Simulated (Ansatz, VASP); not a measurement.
# Mg in VASP and in Ansatz

```
CELL_PARAMETERS angstrom
-1.77945 1.77945 1.76595
1.77945 -1.77945 1.76595
1.77945 1.77945 -1.76595
ATOMIC_POSITIONS crystal
Mg 0.00000 0.00000 0.00000
```

Alike in both runs: task single point; functional PBEsol; k mesh 18 × 18 × 18; occupations gaussian, width 0.15 eV; no spin polarisation.

|  | VASP | Ansatz |
| --- | --- | --- |
| version | VASP 6.6.1 | Ansatz 0.2.0 |
| potentials or method | VASP PAW PBE potentials, release 64 (Mg), cutoff 520 eV | scalar-relativistic, plane waves, PAW |
| valence electrons in the cell | 2 | 10 |

|  | VASP | Ansatz | Ansatz less VASP |
| --- | --- | --- | --- |
| gap on the k mesh at the Fermi level (eV) | none | none | - |
| pressure (GPa) | 0.1 | 0.2 | +0.05 |

VASP's potentials were made for PBE, not for PBEsol. A gap of «none» marks a metal or a gap that the smearing closes. The functional is the same, so the differences come from potentials, cutoffs and numerics. VASP's potentials hold 2 valence electrons a cell and Ansatz's 10, so a difference there can come from the potentials and not from the codes.
